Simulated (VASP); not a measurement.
# Ta (Fm-3m) in VASP: a series of runs

Runs on Ta. Level: PBEsol. Tasks: single point, relaxation of cell and atoms.

Everything below comes from runs of VASP 6.6.1. Logs are shortened: lines on timing, memory, paths and dates and some standing lists are left out, and cuts for length are marked.

## 1. The cell of the first run

It takes space group Fm-3m (No. 225, cubic). Conventional cell: a = 4.178 Å, b = 4.178 Å, c = 4.178 Å, α = 90.00°, β = 90.00°, γ = 90.00°. Within 3.9 Å of Ta (site symmetry m-3m) lie 12 Ta at 2.95 Å.

This isn't the form of Ta at room conditions, which is bcc.

## 2. Single point, PBEsol

Contents of INCAR:

```
ALGO = Normal
EDIFF = 1E-6
ENCUT = 500
GGA = PS
GGA_COMPAT = F
ISIF = 2
ISMEAR = -1
LASPH = T
LCHARG = F
LREAL = F
LWAVE = F
NBANDS = 12
NELM = 120
PREC = Accurate
SIGMA = 0.05
```

Contents of KPOINTS:

```
k-points
0
Gamma
  9 9 9
```

Contents of POSCAR:

```
Ta
1.0
    0.0000000000      2.0892313162      2.0892313162
    2.0892313162      0.0000000000      2.0892313162
    2.0892313162      2.0892313162      0.0000000000
Ta
1
Direct
    0.0000000000      0.0000000000      0.0000000000
```

Potentials or basis: VASP PAW PBE potentials, release 64 (Ta_pv).

Launch:

```
> cat potpaw_PBE.64/Ta_pv/POTCAR > POTCAR
> mpirun -np 1 vasp_std > vasp.out
```

OUTCAR:

```text
EDIFF = 1E-6
   ENCUT = 500
   GGA = PS
   ISIF = 2
   ISMEAR = -1
   LASPH = T
   LREAL = F
   NELM = 120
   PREC = Accurate

 ion  position               nearest neighbor table
   1  0.000  0.000  0.000-

  LATTYP: Found a face centered cubic cell.
 ALAT       =     4.1784626324

  Lattice vectors:

 A1 = (   0.0000000000,   2.0892313162,   2.0892313162)
 A2 = (   2.0892313162,   0.0000000000,   2.0892313162)
 A3 = (   2.0892313162,   2.0892313162,   0.0000000000)

Analysis of symmetry for initial positions (statically):
=====================================================================
 Subroutine PRICEL returns:
 Original cell was already a primitive cell.

 Routine SETGRP: Setting up the symmetry group for a
 face centered cubic supercell.

 Subroutine GETGRP returns: Found 48 space group operations
 (whereof 48 operations were pure point group operations)
 out of a pool of 48 trial point group operations.

The static configuration has the point symmetry O_h .

Analysis of symmetry for dynamics (positions and initial velocities):
=====================================================================
 Subroutine PRICEL returns:
 Original cell was already a primitive cell.

 Routine SETGRP: Setting up the symmetry group for a
 face centered cubic supercell.

 Subroutine GETGRP returns: Found 48 space group operations
 (whereof 48 operations were pure point group operations)
 out of a pool of 48 trial point group operations.

The dynamic configuration has the point symmetry O_h .

 Subroutine INISYM returns: Found 48 space group operations
 (whereof 48 operations are pure point group operations),
 and found     1 'primitive' translations

----------------------------------------------------------------------------------------

                                     Primitive cell

  volume of cell :      18.2385

  direct lattice vectors                    reciprocal lattice vectors
     0.000000000  2.089231316  2.089231316    -0.239322470  0.239322470  0.239322470
     2.089231316  0.000000000  2.089231316     0.239322470 -0.239322470  0.239322470
     2.089231316  2.089231316  0.000000000     0.239322470  0.239322470 -0.239322470

  length of vectors
     2.954619262  2.954619262  2.954619262     0.414518678  0.414518678  0.414518678

  position of ions in fractional coordinates (direct lattice)
     0.000000000  0.000000000  0.000000000

  ion indices of the primitive-cell ions
   primitive index   ion index
                 1           1

----------------------------------------------------------------------------------------

 KPOINTS: k-points

Automatic generation of k-mesh.
 Grid dimensions read from file:
 generate k-points for:    9    9    9

 Generating k-lattice:

  Cartesian coordinates                     Fractional coordinates (reciprocal lattice)
    -0.026591386  0.026591386  0.026591386     0.111111111  0.000000000  0.000000000
     0.026591386 -0.026591386  0.026591386     0.000000000  0.111111111  0.000000000
     0.026591386  0.026591386 -0.026591386     0.000000000  0.000000000  0.111111111

  Length of vectors
     0.046057631  0.046057631  0.046057631

  Shift w.r.t. Gamma in fractional coordinates (k-lattice)
     0.000000000  0.000000000  0.000000000

 Subroutine IBZKPT returns following result:
 ===========================================

 Found     35 irreducible k-points:

 Following reciprocal coordinates:
            Coordinates               Weight
  0.000000  0.000000  0.000000      1.000000
  0.111111  0.000000  0.000000      8.000000
  0.222222  0.000000  0.000000      8.000000
  0.333333  0.000000  0.000000      8.000000
  0.444444  0.000000  0.000000      8.000000
  0.111111  0.111111  0.000000      6.000000
[... 16 lines left out ...]
 -0.333333  0.333333  0.000000     12.000000
  0.444444  0.444444  0.000000      6.000000
 [... further k-points ...]
   k-points           NKPTS =     35   k-points in BZ     NKDIM =     35   number of bands    NBANDS=     12
   number of dos      NEDOS =    301   number of ions     NIONS =      1
   total plane-waves  NPLWV =  13824
   dimension x,y,z NGX =    24 NGY =   24 NGZ =   24
   dimension x,y,z NGXF=    48 NGYF=   48 NGZF=   48
   ions per type =               1
   NGX,Y,Z   is equivalent  to a cutoff of  13.50, 13.50, 13.50 a.u.
   NGXF,Y,Z  is equivalent  to a cutoff of  27.01, 27.01, 27.01 a.u.
 SYSTEM =  unknown system
   PREC   = accura    normal or accurate (medium, high low for compatibility)
   ISTART =      0    job   : 0-new  1-cont  2-samecut
   ICHARG =      2    charge: 1-file 2-atom 10-const
   ISPIN  =      1    spin polarized calculation?
   LNONCOLLINEAR =      F non collinear calculations
   LSORBIT =      F    spin-orbit coupling
   LASPH  =      T    aspherical Exc in radial PAW
   ENCUT  =  500.0 eV  36.75 Ry    6.06 a.u.   5.39  5.39  5.39*2*pi/ulx,y,z
   NELM   =    120;   NELMIN=  2; NELMDL= -5     # of ELM steps
   EDIFF  = 0.1E-05   stopping-criterion for ELM
   LREAL  =      F    real-space projection
[... 7 lines left out ...]
   TEBEG  =    0.0;   TEEND  =   0.0 temperature during run
   PSTRESS=    0.0 pullay stress
   NELECT =      11.0000    total number of electrons
   NUPDOWN=      -1.0000    fix difference up-down
   EMIN   =  10.00;   EMAX   =-10.00  energy-range for DOS
   EFERMI =   0.00;   METHOD = LEGACY
   ISMEAR =    -1;   SIGMA  =   0.05  broadening in eV -4-tet -1-fermi 0-gaus
   EFERMI_NEDOS =   21; number of points for ismear=-14 and -15
   IALGO  =     38    algorithm
   IMIX   =      4    mixing-type and parameters
     AMIX     =   0.40;   BMIX     =  1.00
     AMIX_MAG =   1.60;   BMIX_MAG =  1.00
  volume/ion in A,a.u.               =      18.24       123.08
  Fermi-wavevector in a.u.,A,eV,Ry     =   1.383171  2.613814 26.030149  1.913162
  Thomas-Fermi vector in A             =   2.507794
   LORBIT       =      0    0 simple, 1 ext, 2 COOP (PROOUT), +10 PAW based schemes
   GGA     = PS    functional components
   LHFCALC =     F    Hartree Fock is set to
   AEXX    =    0.0000 exact exchange contribution
   IVDW    =     0    specifies the selected vdW correction
   LEPSILON=     F    determine dielectric tensor
   LRPA    =     F    only Hartree local field effects (RPA)
 non-spin polarized calculation
  energy-cutoff  :      500.00
  volume of cell :       18.24
 maximum number of plane-waves:       483
 NGX is ok and might be reduce to    24
   NGX = 11   NGY = 11   NGZ = 11

 number of electron      11.0000001 magnetization

 Free energy of the ion-electron system (eV)
  ---------------------------------------------------
  ext. energy  EPLUGINS =         0.00000000
  ---------------------------------------------------
  free energy    TOTEN  =       -12.30868718 eV

  energy without entropy =      -12.30183697  energy(sigma->0) =      -12.30526208

 E-fermi :   5.6028     XC(G=0): -12.6683

 val. band max:        5.5738046332   @ k =  -0.3333   0.1111   0.0000
 cond. band min:       5.6177613970   @ k =   0.1111   0.0000   0.0000
 fundamental gap:      0.0439567637
 Fermi energy:         5.6028454229

 k-point     1 :       0.0000    0.0000    0.0000
  band No.  band energies     occupation
      1     -27.8808      2.00000
      2     -27.8808      2.00000
      3     -27.8808      2.00000
      4      -2.6615      2.00000
      5       6.0224      0.00045
      6       6.0224      0.00045
      7       6.0224      0.00045
      8       9.1291      0.00000
      9       9.1291      0.00000
     10      18.2044      0.00000
     11      19.7810      0.00000
     12      23.1517      0.00000

 k-point     2 :       0.1111    0.0000    0.0000
  band No.  band energies     occupation
      1     -28.0221      2.00000
      2     -27.8986      2.00000
      3     -27.8986      2.00000
      4      -2.1582      2.00000
      5       5.6178      0.85194
      6       6.2460      0.00001
      7       6.2460      0.00001
      8       8.9242      0.00000
      9       8.9242      0.00000
     10      19.1991      0.00000
     11      19.7788      0.00000
     12      21.3268      0.00000

 k-point     3 :       0.2222    0.0000    0.0000
  band No.  band energies     occupation
      1     -28.3674      2.00000
      2     -27.9432      2.00000
      3     -27.9432      2.00000
      4      -0.8785      2.00000
      5       4.9576      2.00000
      6       6.4774      0.00000
      7       6.4774      0.00000
      8       8.9855      0.00000
      9       8.9855      0.00000
     10      18.7213      0.00000
     11      19.7842      0.00000
     12      21.8424      0.00000

 k-point     4 :       0.3333    0.0000    0.0000
  band No.  band energies     occupation
      1     -28.7405      2.00000
      2     -27.9934      2.00000
      3     -27.9934      2.00000
      4       0.3769      2.00000
      5       5.0755      1.99995
      6       6.1540      0.00003
      7       6.1540      0.00003
      8      10.1095      0.00000
      9      10.1095      0.00000
     10      17.1219      0.00000
     11      19.7729      0.00000
     12      20.9278      0.00000

 k-point     5 :       0.4444    0.0000    0.0000
  band No.  band energies     occupation
      1     -28.9742      2.00000
      2     -28.0258      2.00000
      3     -28.0258      2.00000
      4       0.8209      2.00000
      5       5.8233      0.02403
      6       5.8233      0.02403
      7       6.1528      0.00003
      8      11.3650      0.00000
      9      11.3650      0.00000
     10      16.1622      0.00000
     11      18.1696      0.00000
     12      19.7950      0.00000

 k-point     6 :       0.1111    0.1111    0.0000
  band No.  band energies     occupation
      1     -28.0189      2.00000
      2     -27.9294      2.00000
      3     -27.9294      2.00000
      4      -1.9892      2.00000
      5       5.3470      1.98807
      6       6.4339      0.00000
      7       6.4339      0.00000
      8       8.2656      0.00000
      9       9.3666      0.00000
     10      19.5930      0.00000
     11      19.7792      0.00000
     12      22.0698      0.00000

 k-point     7 :       0.2222    0.1111    0.0000
  band No.  band energies     occupation
      1     -28.2750      2.00000
      2     -27.9838      2.00000
      3     -27.9659      2.00000
      4      -0.9477      2.00000
      5       4.7015      2.00000
      6       6.5885      0.00000
      7       6.8356      0.00000
      8       7.9552      0.00000
      9       9.6268      0.00000
     10      19.7689      0.00000
     11      20.2498      0.00000
     12      21.7017      0.00000

 k-point     8 :       0.3333    0.1111    0.0000
  band No.  band energies     occupation
      1     -28.6226      2.00000
      2     -28.0361      2.00000
      3     -28.0245      2.00000
      4       0.4346      2.00000
      5       4.4527      2.00000
      6       5.8817      0.00753
      7       6.7385      0.00000
      8       9.2644      0.00000
      9      10.5207      0.00000
     10      18.3693      0.00000
     11      19.7849      0.00000
     12      21.9624      0.00000
[... 166 lines left out ...]
 k-point    20 :       0.3333    0.3333    0.0000
  band No.  band energies     occupation
      1     -28.6947      2.00000
      2     -28.1866      2.00000
      3     -28.1866      2.00000
      4       1.1098      2.00000
      5       2.8350      2.00000
      6       6.3017      0.00000
      7       9.5687      0.00000
      8       9.5687      0.00000
      9      10.8463      0.00000
     10      19.7677      0.00000
     11      20.9184      0.00000
     12      20.9184      0.00000

 k-point    21 :       0.4444    0.3333    0.0000
  band No.  band energies     occupation
      1     -28.8121      2.00000
      2     -28.2830      2.00000
      3     -28.2241      2.00000
      4       1.4614      2.00000
      5       2.6598      2.00000
      6       6.5043      0.00000
      7       9.6738      0.00000
      8      11.5227      0.00000
      9      11.7718      0.00000
     10      17.4292      0.00000
     11      19.6854      0.00000
     12      19.7773      0.00000

 k-point    22 :      -0.4444    0.3333    0.0000
  band No.  band energies     occupation
      1     -28.8003      2.00000
      2     -28.4531      2.00000
      3     -28.2084      2.00000
      4       2.0051      2.00000
      5       3.0715      2.00000
      6       6.1443      0.00004
      7       9.0524      0.00000
      8      11.6094      0.00000
      9      13.7638      0.00000
     10      14.9206      0.00000
     11      19.7531      0.00000
     12      20.2779      0.00000

 k-point    23 :      -0.3333    0.3333    0.0000
  band No.  band energies     occupation
      1     -28.6441      2.00000
      2     -28.6347      2.00000
      3     -28.1465      2.00000
      4       2.7490      2.00000
      5       3.5576      2.00000
      6       5.2817      1.99676
      7       8.2419      0.00000
      8      10.4385      0.00000
      9      12.6968      0.00000
     10      18.0431      0.00000
     11      18.5892      0.00000
     12      19.7999      0.00000

 k-point    24 :       0.4444    0.4444    0.0000
  band No.  band energies     occupation
      1     -28.9055      2.00000
      2     -28.2739      2.00000
      3     -28.2739      2.00000
      4       1.0845      2.00000
      5       2.1921      2.00000
      6       8.1967      0.00000
      7      11.4665      0.00000
      8      11.7849      0.00000
      9      11.7849      0.00000
     10      17.6060      0.00000
     11      17.6060      0.00000
     12      18.8925      0.00000

 [... further k-points ...]

------------------------ aborting loop because EDIFF is reached ----------------------------------------

  FORCE on cell =-STRESS in cart. coord.  units (eV):
  Direction    XX          YY          ZZ          XY          YZ          ZX
  --------------------------------------------------------------------------------------
  -------------------------------------------------------------------------------------
  Total        0.0100719      0.0100719      0.0100719      0.0000000     -0.0000000      0.0000000
  in kB        0.8847733      0.8847733      0.8847733      0.0000000     -0.0000000      0.0000000
  external PRESSURE =       0.8847733 kB  Pullay stress =       0.0000000 kB

 VOLUME and BASIS-vectors are now :
 -----------------------------------------------------------------------------
  energy-cutoff  :      500.00
  volume of cell :       18.24
      direct lattice vectors                 reciprocal lattice vectors
     0.000000000  2.089231316  2.089231316    -0.239322470  0.239322470  0.239322470
     2.089231316  0.000000000  2.089231316     0.239322470 -0.239322470  0.239322470
     2.089231316  2.089231316  0.000000000     0.239322470  0.239322470 -0.239322470

 POSITION                                       TOTAL-FORCE (eV/Angst)
 -----------------------------------------------------------------------------------
      0.00000      0.00000      0.00000         0.000000      0.000000      0.000000
 -----------------------------------------------------------------------------------
    total drift:                                0.000000      0.000000      0.000000

  FREE ENERGIE OF THE ION-ELECTRON SYSTEM (eV)
  ---------------------------------------------------
  free  energy   TOTEN  =       -12.3086871827 eV

  energy  without entropy=      -12.3018369733  energy(sigma->0) =      -12.30526208
```

It took 4.1 s on 1 thread of Intel Xeon Platinum 8488C (Sapphire Rapids), shared host; peak memory 0.13 GiB.

What came out:

| Property | Result |
| --- | --- |
| Free energy | -12.3087 eV |
| Pressure | 0.1 GPa |
| Band gap on the k mesh | zero (an odd number of electrons rules out a gap without spin polarisation) |

Levels at points of the mesh, in eV from the Fermi level:
| k point | band 2 | band 3 | band 4 | band 5 | band 6 | band 7 | band 8 | band 9 |
| --- | --- | --- | --- | --- | --- | --- | --- | --- |
| (0.00, 0.00, 0.00) | -33.48 | -33.48 | -8.26 | 0.42 | 0.42 | 0.42 | 3.53 | 3.53 |

Caveat: the PAW data sets were made with another functional, which shifts forces and pressure a little; spin-orbit coupling is left out, which moves the levels of the heavy elements.

(Part 1 of 2 ends here.)
